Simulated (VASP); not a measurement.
Runs of VASP 6.6.1 on Ta3PbO. The structure is that of space group P4/mmm (No. 123), or close to it. The cells are those of the table. 

| task | spin | cell | cutoff (eV) | gap on the mesh (eV) | pressure (GPa) | moment (μB) |
| --- | --- | --- | --- | --- | --- | --- |
| relaxation of cell and atoms | off | relaxed from a = 4.653, b = 4.653, c = 5.151 Å, 5 atoms | 600 | none | 0.0 | - |
| single point | collinear, ferromagnetic start | a = 4.653, b = 4.653, c = 5.151 Å, 5 atoms | 520 | none | 29.4 | (a) |
| single point | collinear, ferromagnetic start | a = 5.065, b = 5.065, c = 5.287 Å, 5 atoms | 520 | none | (b) | 1.18 |
| single point | off | a = 4.653, b = 4.653, c = 5.151 Å, 5 atoms | 520 | none | 29.3 | - |
| single point | off | a = 5.065, b = 5.065, c = 5.287 Å, 5 atoms | 520 | none | 0.0 | - |

Alike in all rows: level PBE; potentials or basis VASP PAW PBE potentials, release 64 (Ta_pv, Pb_d, O); k mesh 4 × 4 × 4; smearing gaussian 0.1 eV.

Task: Fill in the values left out.

Result: (a) 0.60; (b) 0.3.

Caveats: spin-orbit coupling is left out, which moves the levels of the heavy elements; an odd number of electrons without spin polarisation forces a metal (some runs); a magnetic or distorted state may lie lower (some runs).

A k mesh can miss the band edges, and the runs leave out spin-orbit coupling on Pb, Ta.

A gap of «none» marks levels without a gap at the run's occupations.
